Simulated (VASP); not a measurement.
Here is a VASP 6.6.1 calculation.

INCAR

```
PREC = Accurate
ENCUT = 520
EDIFF = 1E-6
ISMEAR = 0
SIGMA = 0.1
LREAL = False
LASPH = True
NELM = 80
ALGO = Normal
ISIF = 2
LWAVE = False
LCHARG = False
GGA = PE
NBANDS = 38
```

File KPOINTS:

```
Automatic mesh
0
Gamma
  4 4 4
```

File POSCAR:

```
B5W3
1.0
   -2.7973080200      2.7973080200      2.7973080200
    2.7973080200     -2.7973080200      2.7973080200
    2.7973080200      2.7973080200     -2.7973080200
B W
5 3
Direct
    0.0000000000      0.0000000000      0.0000000000
    0.0000000000      0.0000000000      0.5000000000
    0.0000000000      0.5000000000      0.0000000000
    0.5000000000      0.0000000000      0.0000000000
    0.5000000000      0.5000000000      0.5000000000
    0.0000000000      0.5000000000      0.5000000000
    0.5000000000      0.5000000000      0.0000000000
    0.5000000000      0.0000000000      0.5000000000
```

Potentials or basis: VASP PAW PBE potentials, release 64 (B, W_sv).

Command:

```sh
$ cat potpaw_PBE.64/B/POTCAR potpaw_PBE.64/W_sv/POTCAR > POTCAR
$ mpirun -np 1 vasp_std > vasp.out
```

Predict the pressure.

-18.5 GPa.

Estimate the band gap on the k mesh.

zero (an odd number of electrons rules out a gap without spin polarisation).

Caveat: the k points lie up to 0.40 Å⁻¹ apart, too coarse for converged energies and pressures of a metal; spin-orbit coupling is left out, which moves the levels of the heavy elements; an odd number of electrons without spin polarisation forces a metal; a magnetic or distorted state may lie lower.
